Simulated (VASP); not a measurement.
In, 3 atoms in the cell. Symmetry: R-3m, No. 166, trigonal system. Conventional cell: a = 3.339 Å, b = 3.339 Å, c = 24.622 Å, α = 90.00°, β = 90.00°, γ = 120.00°. Within 4.4 Å of In (site symmetry -3m) lie 12 In at 3.34 to 3.35 Å. In (site symmetry 3m) has 12 In at 3.34 to 3.35 Å within 4.4 Å. 

```yaml
Program: VASP 6.6.1
Task: single point
Functional: BLYP
Potentials_or_basis: VASP PAW PBE potentials, release 64 (In_d)
Cutoff: 520 eV
k_mesh: 5 × 5 × 5, shifted
Occupations: gaussian, width 0.1 eV
Spin: no spin polarisation
Dipole_correction: no
Further_INCAR_settings: ALGO = Normal; EDIFF = 1e-06; NBANDS = 26
```

Potentials or basis: VASP PAW PBE potentials, release 64 (In_d).

The run is started by

```bash
$ cat potpaw_PBE.64/In_d/POTCAR > POTCAR
$ mpirun -np 1 vasp_std > vasp.out
```

Hardware: 1 thread of Intel Xeon 8259CL (shared host).

Problem. Estimate the wall time of this run.

Solution. It took 5.8 min on 1 thread of Intel Xeon 8259CL, on a shared host, peak memory 0.51 GiB. Counts: scf iterations 12, k points 19.
